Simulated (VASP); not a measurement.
# Mg6O5 (a cell with a defect) in VASP: notebook

Runs on Mg6O5 (a cell with a defect). Level: PBEsol. Tasks: single point.

Everything below comes from runs of VASP 6.6.1. Logs are shortened: lines on timing, memory, paths and dates and some standing lists are left out, and cuts for length are marked.

## 1. The cell of the first run

The cell holds a defect, 11 atoms: a = 5.591 Å, b = 5.591 Å, c = 5.591 Å, α = 90.00°, β = 90.00°, γ = 90.00°.

## 2. Single point, PBEsol

File INCAR:

```
PREC = Accurate
ENCUT = 520
EDIFF = 1E-7
ISMEAR = 0
SIGMA = 0.05
LREAL = F
LASPH = T
NELM = 60
ALGO = Normal
ISIF = 2
LWAVE = F
LCHARG = T
GGA = PS
LELF = T
LVHAR = T
NBANDS = 32
```

File KPOINTS:

```
regular mesh
0
Gamma
  4 4 4
```

File POSCAR:

```
Mg6O5
1.0
    5.5908553621      0.0000000000      0.0000000000
    0.0000000000      5.5908553621      0.0000000000
    0.0000000000      0.0000000000      5.5908553621
Mg O
6 5
Direct
    0.2500000000      0.0000000000      0.5000000000
    0.0000000000      0.5000000000      0.2500000000
    0.5000000000      0.7500000000      0.0000000000
    0.7500000000      0.0000000000      0.5000000000
    0.0000000000      0.5000000000      0.7500000000
    0.5000000000      0.2500000000      0.0000000000
    0.5000000000      0.0000000000      0.2500000000
    0.0000000000      0.7500000000      0.5000000000
    0.9375000000      0.5000000000      0.0000000000
    0.5000000000      0.0000000000      0.7500000000
    0.0000000000      0.2500000000      0.5000000000
```

Potentials or basis: VASP PAW PBE potentials, release 64 (Mg, O).

Launch:

```bash
$ cat potpaw_PBE.64/Mg/POTCAR potpaw_PBE.64/O/POTCAR > POTCAR
$ mpirun -np 1 vasp_std > vasp.out
```

OUTCAR:

```text
PREC = Accurate
   ENCUT = 520
   EDIFF = 1E-7
   ISMEAR = 0
   LREAL = F
   LASPH = T
   NELM = 60
   ISIF = 2
   GGA = PS

 ion  position               nearest neighbor table
   1  0.250  0.000  0.500-   7 1.98   8 1.98  10 1.98  11 1.98   4 2.80   4 2.80   2 3.42   5 3.42
                             6 3.42   3 3.42   6 3.42   2 3.42   5 3.42   3 3.42
   2  0.000  0.500  0.250-   9 1.44   8 1.98  11 1.98   5 2.80   5 2.80   3 3.42   4 3.42   1 3.42
                             6 3.42   1 3.42   4 3.42   3 3.42   6 3.42
   3  0.500  0.750  0.000-   7 1.98  10 1.98   6 2.80   6 2.80   1 3.42   2 3.42   4 3.42   1 3.42
                             4 3.42   5 3.42   2 3.42   5 3.42
   4  0.750  0.000  0.500-   7 1.98   8 1.98  10 1.98  11 1.98   1 2.80   1 2.80   3 3.42   5 3.42
                             6 3.42   3 3.42   6 3.42   2 3.42   5 3.42   2 3.42
   5  0.000  0.500  0.750-   9 1.44   8 1.98  11 1.98   2 2.80   2 2.80   1 3.42   3 3.42   4 3.42
                             6 3.42   1 3.42   4 3.42   3 3.42   6 3.42
   6  0.500  0.250  0.000-   7 1.98  10 1.98   3 2.80   3 2.80   5 3.42   2 3.42   1 3.42   1 3.42
                             4 3.42   4 3.42   2 3.42   5 3.42
   7  0.500  0.000  0.250-   1 1.98   3 1.98   4 1.98   6 1.98
   8  0.000  0.750  0.500-   1 1.98   2 1.98   4 1.98   5 1.98
   9  0.938  0.500  0.000-   2 1.44   5 1.44
  10  0.500  0.000  0.750-   1 1.98   3 1.98   4 1.98   6 1.98
  11  0.000  0.250  0.500-   1 1.98   2 1.98   4 1.98   5 1.98

  LATTYP: Found a simple cubic cell.
 ALAT       =     5.5908553621

  Lattice vectors:

 A1 = (   5.5908553621,   0.0000000000,   0.0000000000)
 A2 = (   0.0000000000,   5.5908553621,   0.0000000000)
 A3 = (   0.0000000000,   0.0000000000,   5.5908553621)

Analysis of symmetry for initial positions (statically):
=====================================================================
 Subroutine PRICEL returns:
 Original cell was already a primitive cell.

 Routine SETGRP: Setting up the symmetry group for a
 simple cubic supercell.

 Subroutine GETGRP returns: Found  4 space group operations
 (whereof  4 operations were pure point group operations)
 out of a pool of 48 trial point group operations.

The static configuration has the point symmetry C_2v.

Analysis of symmetry for dynamics (positions and initial velocities):
=====================================================================
 Subroutine PRICEL returns:
 Original cell was already a primitive cell.

 Routine SETGRP: Setting up the symmetry group for a
 simple cubic supercell.

 Subroutine GETGRP returns: Found  4 space group operations
 (whereof  4 operations were pure point group operations)
 out of a pool of 48 trial point group operations.

The dynamic configuration has the point symmetry C_2v.

 Subroutine INISYM returns: Found  4 space group operations
 (whereof  4 operations are pure point group operations),
 and found     1 'primitive' translations

----------------------------------------------------------------------------------------

                                     Primitive cell

  volume of cell :     174.7571

  direct lattice vectors                    reciprocal lattice vectors
     5.590855362  0.000000000  0.000000000     0.178863508  0.000000000  0.000000000
     0.000000000  5.590855362  0.000000000     0.000000000  0.178863508  0.000000000
     0.000000000  0.000000000  5.590855362     0.000000000  0.000000000  0.178863508

  length of vectors
     5.590855362  5.590855362  5.590855362     0.178863508  0.178863508  0.178863508

  position of ions in fractional coordinates (direct lattice)
     0.250000000  0.000000000  0.500000000
     0.000000000  0.500000000  0.250000000
     0.500000000  0.750000000  0.000000000
     0.750000000  0.000000000  0.500000000
     0.000000000  0.500000000  0.750000000
     0.500000000  0.250000000  0.000000000
     0.500000000  0.000000000  0.250000000
     0.000000000  0.750000000  0.500000000
     0.937500000  0.500000000  0.000000000
     0.500000000  0.000000000  0.750000000
     0.000000000  0.250000000  0.500000000

  ion indices of the primitive-cell ions
   primitive index   ion index
                 1           1
                 2           2
                 3           3
                 4           4
                 5           5
                 6           6
                 7           7
                 8           8
                 9           9
                10          10
                11          11

----------------------------------------------------------------------------------------

 KPOINTS: regular mesh

Automatic generation of k-mesh.
 Grid dimensions read from file:
 generate k-points for:    4    4    4

 Generating k-lattice:

  Cartesian coordinates                     Fractional coordinates (reciprocal lattice)
     0.044715877  0.000000000  0.000000000     0.250000000  0.000000000  0.000000000
     0.000000000  0.044715877  0.000000000     0.000000000  0.250000000  0.000000000
     0.000000000  0.000000000  0.044715877     0.000000000  0.000000000  0.250000000

  Length of vectors
     0.044715877  0.044715877  0.044715877

  Shift w.r.t. Gamma in fractional coordinates (k-lattice)
     0.000000000  0.000000000  0.000000000

 Subroutine IBZKPT returns following result:
 ===========================================

 Found     27 irreducible k-points:

 Following reciprocal coordinates:
            Coordinates               Weight
  0.000000  0.000000  0.000000      1.000000
  0.250000  0.000000  0.000000      2.000000
  0.000000  0.250000  0.000000      2.000000
  0.000000  0.000000  0.250000      2.000000
  0.500000  0.000000  0.000000      1.000000
  0.000000  0.500000  0.000000      1.000000
[... 16 lines left out ...]
  0.250000  0.250000  0.500000      4.000000
  0.500000  0.500000  0.250000      2.000000
 [... further k-points ...]
   k-points           NKPTS =     27   k-points in BZ     NKDIM =     27   number of bands    NBANDS=     32
   number of dos      NEDOS =    301   number of ions     NIONS =     11
   total plane-waves  NPLWV =  74088
   dimension x,y,z NGX =    42 NGY =   42 NGZ =   42
   dimension x,y,z NGXF=    84 NGYF=   84 NGZF=   84
   ions per type =               6   5
   NGX,Y,Z   is equivalent  to a cutoff of  12.49, 12.49, 12.49 a.u.
   NGXF,Y,Z  is equivalent  to a cutoff of  24.98, 24.98, 24.98 a.u.
 SYSTEM =  unknown system
   PREC   = accura    normal or accurate (medium, high low for compatibility)
   ISTART =      0    job   : 0-new  1-cont  2-samecut
   ICHARG =      2    charge: 1-file 2-atom 10-const
   ISPIN  =      1    spin polarized calculation?
   LNONCOLLINEAR =      F non collinear calculations
   LSORBIT =      F    spin-orbit coupling
   LASPH  =      T    aspherical Exc in radial PAW
   ENCUT  =  520.0 eV  38.22 Ry    6.18 a.u.  10.40 10.40 10.40*2*pi/ulx,y,z
   NELM   =     60;   NELMIN=  2; NELMDL= -5     # of ELM steps
   EDIFF  = 0.1E-06   stopping-criterion for ELM
   LREAL  =      F    real-space projection
   EDIFFG = 0.1E-05   stopping-criterion for IOM
   NSW    =      0    number of steps for IOM
   IBRION =     -1    ionic relax: 0-MD 1-quasi-New 2-CG
   NFREE  =      0    steps in history (QN), initial steepest desc. (CG)
   ISIF   =      2    stress and relaxation
   ISYM   =      2    0-nonsym 1-usesym 2-fastsym
   POTIM  = 0.5000    time-step for ionic-motion
   TEBEG  =    0.0;   TEEND  =   0.0 temperature during run
   PSTRESS=    0.0 pullay stress
   NELECT =      42.0000    total number of electrons
   NUPDOWN=      -1.0000    fix difference up-down
   EMIN   =  10.00;   EMAX   =-10.00  energy-range for DOS
   EFERMI =   0.00;   METHOD = LEGACY
   ISMEAR =     0;   SIGMA  =   0.05  broadening in eV -4-tet -1-fermi 0-gaus
   EFERMI_NEDOS =   21; number of points for ismear=-14 and -15
   IALGO  =     38    algorithm
   IMIX   =      4    mixing-type and parameters
     AMIX     =   0.40;   BMIX     =  1.00
     AMIX_MAG =   1.60;   BMIX_MAG =  1.00
  volume/ion in A,a.u.               =      15.89       107.21
  Fermi-wavevector in a.u.,A,eV,Ry     =   1.017840  1.923439 14.095622  1.035999
  Thomas-Fermi vector in A             =   2.151264
   LORBIT       =      0    0 simple, 1 ext, 2 COOP (PROOUT), +10 PAW based schemes
   GGA     = PS    functional components
   LHFCALC =     F    Hartree Fock is set to
   AEXX    =    0.0000 exact exchange contribution
   IVDW    =     0    specifies the selected vdW correction
   LEPSILON=     F    determine dielectric tensor
   LRPA    =     F    only Hartree local field effects (RPA)
 non-spin polarized calculation
 Gauss-broadening in eV      SIGMA  =   0.05
  energy-cutoff  :      520.00
  volume of cell :      174.76
 maximum number of plane-waves:      4729
 NGX is ok and might be reduce to    42
   NGX = 21   NGY = 21   NGZ = 21

 number of electron      41.9999970 magnetization

 Free energy of the ion-electron system (eV)
  ---------------------------------------------------
  ext. energy  EPLUGINS =         0.00000000
  ---------------------------------------------------
  free energy    TOTEN  =       -53.67694210 eV

  energy without entropy =      -53.67693664  energy(sigma->0) =      -53.67693937

 E-fermi :   2.5643     XC(G=0):  -8.5539

 val. band max:        2.4515201712   @ k =   0.5000   0.5000   0.5000
 cond. band min:       2.6770025952   @ k =   0.0000   0.0000   0.5000
 fundamental gap:      0.2254824240
 Fermi energy:         2.5642613777

 k-point     1 :       0.0000    0.0000    0.0000
  band No.  band energies     occupation
      1     -16.4252      2.00000
      2     -16.1201      2.00000
      3     -15.7192      2.00000
      4     -15.7149      2.00000
      5     -15.4299      2.00000
      6      -3.7813      2.00000
[... 24 lines left out ...]
     31       8.7787      0.00000
     32       9.0806      0.00000

 k-point     2 :       0.2500    0.0000    0.0000
  band No.  band energies     occupation
      1     -16.3871      2.00000
      2     -16.1559      2.00000
      3     -15.7188      2.00000
      4     -15.7182      2.00000
      5     -15.4295      2.00000
      6      -3.7825      2.00000
[... 24 lines left out ...]
     31       8.9263      0.00000
     32       8.9958      0.00000

 k-point     3 :       0.0000    0.2500    0.0000
  band No.  band energies     occupation
      1     -16.3935      2.00000
      2     -16.1053      2.00000
      3     -15.7188      2.00000
      4     -15.7133      2.00000
      5     -15.4914      2.00000
      6      -3.7437      2.00000
[... 24 lines left out ...]
     31       9.5203      0.00000
     32       9.7868      0.00000

 k-point     4 :       0.0000    0.0000    0.2500
  band No.  band energies     occupation
      1     -16.3432      2.00000
      2     -16.0598      2.00000
      3     -15.8504      2.00000
      4     -15.7455      2.00000
      5     -15.4295      2.00000
      6      -3.5410      2.00000
[... 654 lines left out ...]
     31       9.2608      0.00000
     32      10.1012      0.00000

 k-point    23 :       0.2500    0.2500    0.5000
  band No.  band energies     occupation
      1     -16.1016      2.00000
      2     -16.0470      2.00000
      3     -15.9072      2.00000
      4     -15.8837      2.00000
      5     -15.5218      2.00000
      6      -3.1700      2.00000
[... 24 lines left out ...]
     31       9.6219      0.00000
     32       9.9276      0.00000

 k-point    24 :       0.5000    0.5000    0.2500
  band No.  band energies     occupation
      1     -16.2423      2.00000
      2     -16.0173      2.00000
      3     -15.8148      2.00000
      4     -15.7493      2.00000
      5     -15.6317      2.00000
      6      -3.3740      2.00000
[... 24 lines left out ...]
     31      10.1844      0.00000
     32      10.2410      0.00000

 [... further k-points ...]

------------------------ aborting loop because EDIFF is reached ----------------------------------------

  FORCE on cell =-STRESS in cart. coord.  units (eV):
  Direction    XX          YY          ZZ          XY          YZ          ZX
  --------------------------------------------------------------------------------------
  -------------------------------------------------------------------------------------
  Total        2.7897701      1.7401739     55.9362121      0.0000000      0.0000000      0.0000000
  in kB       25.5766836     15.9539582    512.8246175      0.0000000      0.0000000      0.0000000
  external PRESSURE =     184.7850864 kB  Pullay stress =       0.0000000 kB

 VOLUME and BASIS-vectors are now :
 -----------------------------------------------------------------------------
  energy-cutoff  :      520.00
  volume of cell :      174.76
      direct lattice vectors                 reciprocal lattice vectors
     5.590855362  0.000000000  0.000000000     0.178863508  0.000000000  0.000000000
     0.000000000  5.590855362  0.000000000     0.000000000  0.178863508  0.000000000
     0.000000000  0.000000000  5.590855362     0.000000000  0.000000000  0.178863508

 POSITION                                       TOTAL-FORCE (eV/Angst)
 -----------------------------------------------------------------------------------
      1.39771      0.00000      2.79543        -0.137599     -0.000000      0.000000
      0.00000      2.79543      1.39771         5.262507     -0.000000     19.816468
      2.79543      4.19314      0.00000         0.190348      0.389293      0.000000
      4.19314      0.00000      2.79543         0.162500     -0.000000      0.000000
      0.00000      2.79543      4.19314         5.262507     -0.000000    -19.816468
      2.79543      1.39771      0.00000         0.190348     -0.389293      0.000000
      2.79543      0.00000      1.39771         0.128857     -0.000000     -0.221761
      0.00000      4.19314      2.79543        -0.033362      0.147456      0.000000
      5.24143      2.79543      0.00000       -11.121601     -0.000000      0.000000
      2.79543      0.00000      4.19314         0.128857     -0.000000      0.221761
      0.00000      1.39771      2.79543        -0.033362     -0.147456      0.000000
 -----------------------------------------------------------------------------------
    total drift:                               -0.000261      0.000000     -0.000001

  FREE ENERGIE OF THE ION-ELECTRON SYSTEM (eV)
  ---------------------------------------------------
  free  energy   TOTEN  =       -53.6769420951 eV

  energy  without entropy=      -53.6769366352  energy(sigma->0) =      -53.67693937
```

Wall time 7.7 min (1 thread of AMD EPYC 7R13, shared host); peak memory 0.28 GiB.

What came out:

* Free energy: -53.6769 eV
* Pressure: 18.5 GPa
* Largest force: 20.503 eV/Å
* Band gap on the k mesh: 0.23 eV

Forces on the atoms (eV/Å):
```
Mg   -0.138   0.000   0.000
Mg    5.263   0.000  19.816
Mg    0.190   0.389   0.000
Mg    0.163   0.000   0.000
Mg    5.263   0.000 -19.816
Mg    0.190  -0.389   0.000
O     0.129   0.000  -0.222
O    -0.033   0.147   0.000
O   -11.122   0.000   0.000
O     0.129   0.000   0.222
O    -0.033  -0.147   0.000
```

Stress tensor (GPa, compression positive):
```
 2.56  0.00  0.00
 0.00  1.60  0.00
 0.00  0.00 51.28
```

Caveat: the cell differs from its parent crystal (atoms taken out, atom 9 moved 0.375 of the way to it and +0.000 Å across, host rigid); atoms lie so close that the PAW spheres overlap strongly, which falsifies energies and pressures; the PAW data sets were made with another functional, which shifts forces and pressure a little.

(Continued in part 2 of 2.)
